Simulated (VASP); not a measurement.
# Ru in VASP: a series of runs

Ru is run at these levels: LDA; tasks: single point.

Program: VASP 6.6.1. These are calculated values, not measurements. Logs are shortened: lines on timing, memory, paths and dates and some standing lists are left out, and cuts for length are marked.

## Step 1: The cell of the first run

The cell holds a slab with vacuum, 6 atoms: a = 2.674 Å, b = 2.674 Å, c = 25.566 Å, α = 90.00°, β = 90.00°, γ = 120.00°.

## Step 2: Single point, LDA

The input, INCAR:

```
SYSTEM = Ru
  PREC = Accurate
  ENCUT = 400
  EDIFF = 1E-6
  ISMEAR = 0
  SIGMA = 0.1
  LREAL = .FALSE.
  LASPH = .TRUE.
  NELM = 120
  ALGO = Normal
  ISIF = 2
  LWAVE = .FALSE.
  LCHARG = .TRUE.
  LDIPOL = .TRUE.
  IDIPOL = 3
  DIPOL = 0.5 0.5 0.500
  GGA = CA
  LELF = .TRUE.
  LVHAR = .TRUE.
  LVACPOTAV = .TRUE.
  NBANDS = 51
  GGA_COMPAT = .FALSE.
  NELMDL = -8
```

The input, KPOINTS:

```
regular mesh
0
G
  15 15 1
  0 0 0
```

The input, POSCAR:

```
Ru
1.0
    2.6738874567      0.0000000000      0.0000000000
   -1.3369437283      2.3156544644      0.0000000000
    0.0000000000      0.0000000000     25.5660006391
Ru
6
Direct
    0.6666666667      0.3333333333      0.2933583592
    0.3333333333      0.6666666667      0.3760150155
    0.6666666667      0.3333333333      0.4586716718
    0.3333333333      0.6666666667      0.5413283282
    0.6666666667      0.3333333333      0.6239849845
    0.3333333333      0.6666666667      0.7066416408
```

Potentials or basis: VASP PAW LDA potentials, release 64 (Ru_pv).

Started as:

```sh
cat potpaw_LDA.64/Ru_pv/POTCAR > POTCAR
mpirun -np 1 vasp_std > vasp.out
```

OUTCAR:

```text
SYSTEM = Ru
   PREC = Accurate
   ENCUT = 400
   EDIFF = 1E-6
   ISMEAR = 0
   LREAL = .FALSE.
   LASPH = .TRUE.
   NELM = 120
   ISIF = 2
   GGA = CA
   NELMDL = -8

 ion  position               nearest neighbor table
   1  0.667  0.333  0.293-   2 2.62   2 2.62   2 2.62
   2  0.333  0.667  0.376-   3 2.62   1 2.62   3 2.62   1 2.62   3 2.62   1 2.62
   3  0.667  0.333  0.459-   2 2.62   2 2.62   2 2.62   4 2.62   4 2.62   4 2.62
   4  0.333  0.667  0.541-   5 2.62   5 2.62   5 2.62   3 2.62   3 2.62   3 2.62
   5  0.667  0.333  0.624-   4 2.62   6 2.62   4 2.62   6 2.62   4 2.62   6 2.62
   6  0.333  0.667  0.707-   5 2.62   5 2.62   5 2.62

  LATTYP: Found a hexagonal cell.
 ALAT       =     2.6738874567
 C/A-ratio  =     9.5613600247

  Lattice vectors:

 A1 = (   2.6738874567,   0.0000000000,   0.0000000000)
 A2 = (  -1.3369437283,   2.3156544644,   0.0000000000)
 A3 = (   0.0000000000,   0.0000000000,  25.5660006391)

Analysis of symmetry for initial positions (statically):
=====================================================================
 Subroutine PRICEL returns:
 Original cell was already a primitive cell.

 Routine SETGRP: Setting up the symmetry group for a
 hexagonal supercell.

 Subroutine GETGRP returns: Found 12 space group operations
 (whereof 12 operations were pure point group operations)
 out of a pool of 24 trial point group operations.

The static configuration has the point symmetry D_3d.

Analysis of symmetry for dynamics (positions and initial velocities):
=====================================================================
 Subroutine PRICEL returns:
 Original cell was already a primitive cell.

 Routine SETGRP: Setting up the symmetry group for a
 hexagonal supercell.

 Subroutine GETGRP returns: Found 12 space group operations
 (whereof 12 operations were pure point group operations)
 out of a pool of 24 trial point group operations.

The dynamic configuration has the point symmetry D_3d.

 Subroutine INISYM returns: Found 12 space group operations
 (whereof 12 operations are pure point group operations),
 and found     1 'primitive' translations

----------------------------------------------------------------------------------------

                                     Primitive cell

  volume of cell :     158.2995

  direct lattice vectors                    reciprocal lattice vectors
     2.673887457  0.000000000  0.000000000     0.373987319  0.215921679  0.000000000
    -1.336943728  2.315654464  0.000000000     0.000000000  0.431843358  0.000000000
     0.000000000  0.000000000 25.566000639     0.000000000  0.000000000  0.039114448

  length of vectors
     2.673887457  2.673887457 25.566000639     0.431843358  0.431843358  0.039114448

  position of ions in fractional coordinates (direct lattice)
     0.666666667  0.333333333  0.293358359
     0.333333333  0.666666667  0.376015016
     0.666666667  0.333333333  0.458671672
     0.333333333  0.666666667  0.541328328
     0.666666667  0.333333333  0.623984984
     0.333333333  0.666666667  0.706641641

  ion indices of the primitive-cell ions
   primitive index   ion index
                 1           1
                 2           2
                 3           3
                 4           4
                 5           5
                 6           6

----------------------------------------------------------------------------------------

 KPOINTS: regular mesh

Automatic generation of k-mesh.
 Grid dimensions read from file:
 generate k-points for:   15   15    1

 Generating k-lattice:

  Cartesian coordinates                     Fractional coordinates (reciprocal lattice)
     0.024932488  0.014394779  0.000000000     0.066666667  0.000000000  0.000000000
     0.000000000  0.028789557  0.000000000     0.000000000  0.066666667  0.000000000
     0.000000000  0.000000000  0.039114448     0.000000000  0.000000000  1.000000000

  Length of vectors
     0.028789557  0.028789557  0.039114448

  Shift w.r.t. Gamma in fractional coordinates (k-lattice)
     0.000000000  0.000000000  0.000000000

 Subroutine IBZKPT returns following result:
 ===========================================

 Found     27 irreducible k-points:

 Following reciprocal coordinates:
            Coordinates               Weight
  0.000000  0.000000  0.000000      1.000000
  0.066667  0.000000  0.000000      6.000000
  0.133333  0.000000  0.000000      6.000000
  0.200000  0.000000  0.000000      6.000000
  0.266667  0.000000  0.000000      6.000000
  0.333333  0.000000  0.000000      6.000000
[... 16 lines left out ...]
  0.333333  0.200000  0.000000     12.000000
  0.400000  0.200000  0.000000      6.000000
 [... further k-points ...]
   k-points           NKPTS =     27   k-points in BZ     NKDIM =     27   number of bands    NBANDS=     51
   number of dos      NEDOS =    301   number of ions     NIONS =      6
   total plane-waves  NPLWV =  54432
   dimension x,y,z NGX =    18 NGY =   18 NGZ =  168
   dimension x,y,z NGXF=    36 NGYF=   36 NGZF=  336
   ions per type =               6
   NGX,Y,Z   is equivalent  to a cutoff of  11.19, 11.19, 10.92 a.u.
   NGXF,Y,Z  is equivalent  to a cutoff of  22.38, 22.38, 21.85 a.u.
 SYSTEM =  Ru
   PREC   = accura    normal or accurate (medium, high low for compatibility)
   ISTART =      0    job   : 0-new  1-cont  2-samecut
   ICHARG =      2    charge: 1-file 2-atom 10-const
   ISPIN  =      1    spin polarized calculation?
   LNONCOLLINEAR =      F non collinear calculations
   LSORBIT =      F    spin-orbit coupling
   LASPH  =      T    aspherical Exc in radial PAW
   ENCUT  =  400.0 eV  29.40 Ry    5.42 a.u.   4.36  4.36 41.69*2*pi/ulx,y,z
   NELM   =    120;   NELMIN=  2; NELMDL= -8     # of ELM steps
   EDIFF  = 0.1E-05   stopping-criterion for ELM
   LREAL  =      F    real-space projection
   EDIFFG = 0.1E-04   stopping-criterion for IOM
   NSW    =      0    number of steps for IOM
   IBRION =     -1    ionic relax: 0-MD 1-quasi-New 2-CG
   NFREE  =      0    steps in history (QN), initial steepest desc. (CG)
   ISIF   =      2    stress and relaxation
   ISYM   =      2    0-nonsym 1-usesym 2-fastsym
   POTIM  = 0.5000    time-step for ionic-motion
   TEBEG  =    0.0;   TEEND  =   0.0 temperature during run
   PSTRESS=    0.0 pullay stress
   NELECT =      84.0000    total number of electrons
   NUPDOWN=      -1.0000    fix difference up-down
   EMIN   =  10.00;   EMAX   =-10.00  energy-range for DOS
   EFERMI =   0.00;   METHOD = LEGACY
   ISMEAR =     0;   SIGMA  =   0.10  broadening in eV -4-tet -1-fermi 0-gaus
   EFERMI_NEDOS =   21; number of points for ismear=-14 and -15
   IALGO  =     38    algorithm
   IMIX   =      4    mixing-type and parameters
     AMIX     =   0.40;   BMIX     =  1.00
     AMIX_MAG =   1.60;   BMIX_MAG =  1.00
  volume/ion in A,a.u.               =      26.38       178.04
  Fermi-wavevector in a.u.,A,eV,Ry     =   1.325383  2.504611 23.900536  1.756640
  Thomas-Fermi vector in A             =   2.454848
   LORBIT       =      0    0 simple, 1 ext, 2 COOP (PROOUT), +10 PAW based schemes
   GGA     = CA    functional components
   LHFCALC =     F    Hartree Fock is set to
   AEXX    =    0.0000 exact exchange contribution
   IVDW    =     0    specifies the selected vdW correction
   LEPSILON=     F    determine dielectric tensor
   LRPA    =     F    only Hartree local field effects (RPA)
 non-spin polarized calculation
 Gauss-broadening in eV      SIGMA  =   0.10
  energy-cutoff  :      400.00
  volume of cell :      158.30
 maximum number of plane-waves:      2957
 NGX is ok and might be reduce to    18
   NGX =  9   NGY =  9   NGZ = 83

 dipolmoment           0.000000      0.000000     -0.000000 electrons x Angstroem

 number of electron      84.0000028 magnetization

 dipolmoment           0.000000      0.000000      0.000000 electrons x Angstroem

 Free energy of the ion-electron system (eV)
  ---------------------------------------------------
  ext. energy  EPLUGINS =         0.00000000
  ---------------------------------------------------
  free energy    TOTEN  =       -61.66013183 eV

  energy without entropy =      -61.63329582  energy(sigma->0) =      -61.64671383

 E-fermi :   3.9623     XC(G=0):  -8.1147

 val. band max:        3.9194580632   @ k =   0.2000   0.0667   0.0000
 cond. band min:       3.9662105464   @ k =   0.3333   0.3333   0.0000
 fundamental gap:      0.0467524832
 Fermi energy:         3.9622628108

 k-point     1 :       0.0000    0.0000    0.0000
  band No.  band energies     occupation
      1     -39.6401      2.00000
      2     -39.4454      2.00000
      3     -39.0718      2.00000
      4     -38.6884      2.00000
      5     -38.6762      2.00000
      6     -38.6762      2.00000
[... 43 lines left out ...]
     50       4.8649      0.00000
     51       5.1249      0.00000

 k-point     2 :       0.0667    0.0000    0.0000
  band No.  band energies     occupation
      1     -39.6251      2.00000
      2     -39.4370      2.00000
      3     -39.0762      2.00000
      4     -38.7499      2.00000
      5     -38.6993      2.00000
      6     -38.6869      2.00000
[... 43 lines left out ...]
     50       4.8536      0.00000
     51       5.1945      0.00000

 k-point     3 :       0.1333    0.0000    0.0000
  band No.  band energies     occupation
      1     -39.5821      2.00000
      2     -39.4149      2.00000
      3     -39.0985      2.00000
      4     -38.8687      2.00000
      5     -38.7857      2.00000
      6     -38.7315      2.00000
[... 43 lines left out ...]
     50       4.8213      0.00000
     51       5.2182      0.00000
[... 1027 lines left out ...]
 k-point    23 :       0.3333    0.2000    0.0000
  band No.  band energies     occupation
      1     -39.5086      2.00000
      2     -39.4733      2.00000
      3     -39.4402      2.00000
      4     -39.3418      2.00000
      5     -39.1851      2.00000
      6     -39.1087      2.00000
[... 43 lines left out ...]
     50       8.9560      0.00000
     51       9.4253      0.00000

 k-point    24 :       0.4000    0.2000    0.0000
  band No.  band energies     occupation
      1     -39.5255      2.00000
      2     -39.4852      2.00000
      3     -39.4608      2.00000
      4     -39.3406      2.00000
      5     -39.1692      2.00000
      6     -39.1306      2.00000
[... 43 lines left out ...]
     50       9.8869      0.00000
     51      10.3376      0.00000

 [... further k-points ...]

------------------------ aborting loop because EDIFF is reached ----------------------------------------

  FORCE on cell =-STRESS in cart. coord.  units (eV):
  Direction    XX          YY          ZZ          XY          YZ          ZX
  --------------------------------------------------------------------------------------
  -------------------------------------------------------------------------------------
  Total       -4.3509234     -4.3509234     -3.7266393     -0.0000000      0.0000000      0.0000000
  in kB      -44.0364547    -44.0364547    -37.7179666     -0.0000000      0.0000000      0.0000000
  external PRESSURE =     -41.9302920 kB  Pullay stress =       0.0000000 kB

 VOLUME and BASIS-vectors are now :
 -----------------------------------------------------------------------------
  energy-cutoff  :      400.00
  volume of cell :      158.30
      direct lattice vectors                 reciprocal lattice vectors
     2.673887457  0.000000000  0.000000000     0.373987319  0.215921679  0.000000000
    -1.336943728  2.315654464  0.000000000     0.000000000  0.431843358  0.000000000
     0.000000000  0.000000000 25.566000639     0.000000000  0.000000000  0.039114448

 POSITION                                       TOTAL-FORCE (eV/Angst)
 -----------------------------------------------------------------------------------
      1.33694      0.77188      7.50000         0.000000      0.000000      0.831357
     -0.00000      1.54377      9.61320         0.000000      0.000000     -0.761515
      1.33694      0.77188     11.72640        -0.000000      0.000000     -0.357938
     -0.00000      1.54377     13.83960        -0.000000     -0.000000      0.357938
      1.33694      0.77188     15.95280        -0.000000      0.000000      0.761515
     -0.00000      1.54377     18.06600        -0.000000     -0.000000     -0.831357
 -----------------------------------------------------------------------------------
    total drift:                                0.000000     -0.000000     -0.000000

  FREE ENERGIE OF THE ION-ELECTRON SYSTEM (eV)
  ---------------------------------------------------
  free  energy   TOTEN  =       -61.6601318347 eV

  energy  without entropy=      -61.6332958238  energy(sigma->0) =      -61.64671383

 vacuum level on the upper side and lower side of the slab         9.414         9.414
```

It took 2.7 min on 1 thread of Intel Xeon 6975P-C (Granite Rapids), shared host; peak memory 0.24 GiB.

Results:

| Item | Value |
| --- | --- |
| Free energy | -61.6601 eV |
| Largest force | 0.831 eV/Å |
| Band gap on the k mesh | zero (bands 42 and 43 overlap by 2.67 eV) |

Forces on the atoms (eV/Å):
```
Ru   0.000  0.000  0.831
Ru   0.000  0.000 -0.762
Ru   0.000  0.000 -0.358
Ru   0.000  0.000  0.358
Ru   0.000  0.000  0.762
Ru   0.000  0.000 -0.831
```

(Part 1 of 2 ends here.)
